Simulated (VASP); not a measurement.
Input of a VASP 6.6.1 run:

File INCAR:

```
SYSTEM = PtSe2
ALGO = Normal
EDIFF = 1E-6
ENCUT = 500
GGA = PS
GGA_COMPAT = .FALSE.
ISIF = 2
ISMEAR = -1
LASPH = .TRUE.
LCHARG = .TRUE.
LELF = .TRUE.
LREAL = .FALSE.
LVHAR = .TRUE.
LWAVE = .FALSE.
NBANDS = 31
NELM = 120
PREC = Accurate
SIGMA = 0.05
```

KPOINTS

```
k-points
0
G
  6 4 6
  0 0 0
```

The input POSCAR:

```
PtSe2
1.0
    1.7830391361      1.0263233351      6.1136317797
   -3.3482026791      1.9260237003     12.1571438207
   -0.0002635542     -2.0625389432      6.1117440174
Pt Se
2 4
Direct
   -0.0196291295      0.1242493030     -0.1795535034
    0.1061233585      0.4983795800     -0.0538160632
    0.4884204636      0.2551847008      0.3285227887
    0.4415125547      0.0234272628      0.2815488338
    0.4221064926      0.7589048877      0.2621834876
   -0.1842587725      0.6098343101      0.6557741861
```

Potentials or basis: VASP PAW PBE potentials, release 64 (Pt, Se).

Run with:

```console
$ cat potpaw_PBE.64/Pt/POTCAR potpaw_PBE.64/Se/POTCAR > POTCAR
$ mpirun -np 1 vasp_std > vasp.out
```

**Question.** Estimate the band gap on the k mesh.

**Answer.** Zero (bands 22 and 23 overlap by 0.69 eV).

**Question.** What does it give for the largest force?

**Answer.** 0.026 eV/Å.

Forces on the atoms (eV/Å):
```
Pt  -0.005  0.003 -0.003
Pt   0.009 -0.005 -0.009
Se   0.006 -0.003  0.024
Se  -0.020  0.011 -0.009
Se  -0.007  0.004  0.013
Se   0.018 -0.010 -0.017
```

Caveat: the PAW data sets were made with another functional, which shifts forces and pressure a little; spin-orbit coupling is left out, which moves the levels of the heavy elements.
